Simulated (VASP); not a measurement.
A run of VASP 6.6.1:

File INCAR:

```
  PREC = Accurate
  ENCUT = 600
  EDIFF = 1E-6
  ISMEAR = 0
  SIGMA = 0.05
  LREAL = F
  LASPH = T
  NELM = 120
  ALGO = Normal
  ISIF = 2
  LWAVE = F
  LCHARG = T
  GGA = PE
  IVDW = 12
  LELF = T
  LVHAR = T
  NBANDS = 11
  GGA_COMPAT = F
```

Contents of KPOINTS:

```
regular mesh
0
Gamma
  8 8 8
```

Contents of POSCAR:

```
BeS
1.0
    0.0000000000      2.4163638573      2.4163638573
    2.4163638573      0.0000000000      2.4163638573
    2.4163638573      2.4163638573      0.0000000000
Be S
1 1
Direct
    0.0000000000      0.0000000000      0.0000000000
    0.7500000000      0.7500000000      0.7500000000
```

Potentials or basis: VASP PAW PBE potentials, release 64 (Be, S).

Launch:

```console
$ cat potpaw_PBE.64/Be/POTCAR potpaw_PBE.64/S/POTCAR > POTCAR
$ mpirun -np 1 vasp_std > vasp.out
```

Hardware: 1 thread of Intel Xeon 8259CL, with other jobs on the host.

Problem. Estimate the wall time of this run.

Solution. It took 23 s on 1 thread of Intel Xeon 8259CL (shared host), peak memory 0.16 GiB. Counts: scf iterations 12, k points 29.
